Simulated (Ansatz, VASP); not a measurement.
# Two plane-wave programs on Be3Zn2Cd2Hg3S10

```
CELL_PARAMETERS angstrom
2.77928 2.78682 5.47620
-2.74342 -2.73645 5.43296
8.33308 -5.55074 2.72901
ATOMIC_POSITIONS crystal
Be 0.40667 0.98085 0.20154
Be 0.31769 0.49330 0.38317
Be 0.48909 0.49510 0.02328
S 0.56650 0.89472 0.60565
S 0.45981 0.40314 0.84427
S 0.00142 0.90551 0.78576
S 0.35262 0.84916 0.03967
S 0.74518 0.89070 0.18156
S 0.63410 0.38989 0.40307
S 0.22233 0.84666 0.37940
S 0.10950 0.37706 0.55655
S 0.83564 0.37615 0.99696
S 0.31738 0.34826 0.20297
Zn 0.22091 0.00369 0.57618
Zn 0.99579 0.00314 0.99779
Cd 0.81829 0.99172 0.38710
Cd 0.68818 0.49765 0.61365
Hg 0.09280 0.50187 0.78596
Hg 0.58458 0.99725 0.83308
Hg 0.92409 0.48694 0.19772
```

Alike in both runs: task single point; functional PBE; k mesh 4 × 4 × 3; occupations gaussian, width 0.02 eV; no spin polarisation.

|  | VASP | Ansatz |
| --- | --- | --- |
| version | VASP 6.6.1 | Ansatz 0.2.0 |
| potentials or method | VASP PAW PBE potentials, release 64 (Be, S, Zn, Cd, Hg), cutoff 520 eV | scalar-relativistic, plane waves, PAW |
| valence electrons in the cell | 150 | 190 |

|  | VASP | Ansatz | Ansatz less VASP |
| --- | --- | --- | --- |
| gap on the k mesh at the Fermi level (eV) | 1.29 | 1.28 | -0.008 |
| least direct gap on the mesh (eV) | 1.29 | 1.28 | -0.008 |
| pressure (GPa) | 0.2 | 0.0 | -0.21 |
| rms of the force components (eV/Å) | 0.014 | 0.011 | -0.0034 |

Atom by atom the forces differ by 0.013 eV/Å (rms over components). The functional is the same, so the differences come from potentials, cutoffs and numerics. VASP's potentials hold 150 valence electrons a cell and Ansatz's 190, so a difference there can come from the potentials and not from the codes.

Neither program's run includes spin-orbit coupling.
